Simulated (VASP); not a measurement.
## Bi3BTeO9: electric field gradients with PBE

The system is Bi3BTeO9.

```
B Bi Te O
1.0
     8.75100    0.00000    0.00000
    -4.37550    7.57859    0.00000
     0.00000    0.00000    5.89810
B Bi Te O
2 6 2 18
Direct
  0.00000 0.00000 0.42500
  0.00000 0.00000 0.92500
  0.29827 0.34622 0.10689
  0.95205 0.29827 0.60689
  0.65378 0.95205 0.10689
  0.70173 0.65378 0.60689
  0.04795 0.70173 0.10689
  0.34622 0.04795 0.60689
  0.66667 0.33333 0.08130
  0.33333 0.66667 0.58130
  0.45990 0.24640 0.26790
  0.21350 0.45990 0.76790
  0.75360 0.21350 0.26790
  0.54010 0.75360 0.76790
  0.78650 0.54010 0.26790
  0.24640 0.78650 0.76790
  0.54070 0.41470 0.89580
  0.12600 0.54070 0.39580
  0.58530 0.12600 0.89580
  0.45930 0.58530 0.39580
  0.87400 0.45930 0.89580
  0.41470 0.87400 0.39580
  0.10090 0.18130 0.43330
  0.91960 0.10090 0.93330
  0.81870 0.91960 0.43330
  0.89910 0.81870 0.93330
  0.08040 0.89910 0.43330
  0.18130 0.08040 0.93330
```

```json
{"Program": "VASP 6.6.1", "Task": "electric field gradients", "Functional": "PBE", "Potentials or basis": "VASP PAW PBE potentials, release 64 (B, Bi_d, Te, O)", "Cutoff": "520 eV", "k mesh": "3 × 3 × 4", "Occupations": "fermi-dirac, width 0.02 eV", "Spin": "no spin polarisation", "Dipole correction": "no", "Further INCAR settings": "LREAL = Auto; ALGO = Normal; EDIFF = 1e-08; NBANDS = 128"}
```

```json
{
  "Pressure": "7.0 GPa",
  "Largest force": "0.871 eV/Å",
  "Band gap on the k mesh": "2.99 eV (least direct gap 3.12 eV)",
  "Largest electric field gradient by atom": "B +31.7; Bi -291.5; Te +26.0; O +98.7, +91.6, -54.8 (each value once) V/Å²"
}
```

Forces in eV/Å, atoms in the order of the input:
```
B    0.000  0.000  0.228
B    0.000  0.000  0.228
Bi  -0.459  0.342  0.087
Bi  -0.526 -0.227  0.087
Bi  -0.067 -0.569  0.087
Bi   0.459 -0.342  0.087
Bi   0.526  0.227  0.087
Bi   0.067  0.569  0.087
Te   0.000  0.000  0.259
Te   0.000  0.000  0.259
O   -0.201 -0.343  0.603
O    0.197 -0.345  0.603
O    0.398 -0.002  0.603
O    0.201  0.343  0.603
O   -0.197  0.345  0.603
O   -0.398  0.002  0.603
O   -0.473  0.333 -0.652
O   -0.525 -0.243 -0.652
O   -0.052 -0.576 -0.652
O    0.473 -0.333 -0.652
O    0.525  0.243 -0.652
O    0.052  0.576 -0.652
O    0.231  0.053 -0.201
O    0.070  0.227 -0.201
O   -0.162  0.174 -0.201
O   -0.231 -0.053 -0.201
O   -0.070 -0.227 -0.201
O    0.162 -0.174 -0.201
```

Stress tensor (GPa, compression positive):
```
7.57 0.00 0.00
0.00 7.57 0.00
0.00 0.00 5.99
```

Levels at points of the mesh, in eV from the valence-band top:
| k point | band 106 | band 107 | band 108 | band 109 | band 110 | band 111 |
| --- | --- | --- | --- | --- | --- | --- |
| (0.00, 0.00, 0.00) | -0.31 | -0.13 | -0.13 | 2.99 | 3.67 | 4.33 |
| (0.00, 0.00, 0.50) | -0.47 | -0.42 | -0.42 | 3.23 | 3.23 | 4.55 |

Electric field gradients, principal values (V/Å²):
```csv
atom,least,middle,greatest (by size)
1 B,-15.866,-15.866,31.731
2 B,-15.866,-15.866,31.731
3 Bi,107.990,183.467,-291.457
4 Bi,107.990,183.467,-291.457
5 Bi,107.990,183.467,-291.457
6 Bi,107.990,183.467,-291.457
7 Bi,107.990,183.467,-291.457
8 Bi,107.990,183.467,-291.457
9 Te,-12.976,-12.976,25.952
10 Te,-12.976,-12.976,25.952
11 O,-6.810,-91.903,98.714
12 O,-6.811,-91.904,98.715
13 O,-6.810,-91.903,98.713
14 O,-6.810,-91.903,98.714
15 O,-6.811,-91.904,98.715
16 O,-6.810,-91.903,98.713
17 O,-9.517,-82.035,91.552
18 O,-9.517,-82.037,91.554
19 O,-9.519,-82.035,91.554
20 O,-9.517,-82.035,91.552
21 O,-9.517,-82.037,91.554
22 O,-9.519,-82.035,91.554
23 O,17.464,37.295,-54.759
24 O,17.463,37.294,-54.758
25 O,17.464,37.295,-54.759
26 O,17.464,37.295,-54.759
27 O,17.463,37.294,-54.758
28 O,17.464,37.295,-54.759
```

It took 16 min on 1 thread of Intel(R) Xeon(R) Platinum 8488C (Sapphire Rapids), on a shared host, peak memory 0.7 GiB.

Caveat: the cell stands under pressure; without QUAD_EFG the Cq values of the log hold for a quadrupole moment of 1 mb, not for the nuclei; spin-orbit coupling is left out, which moves the levels of the heavy elements. A k mesh can miss the band edges.
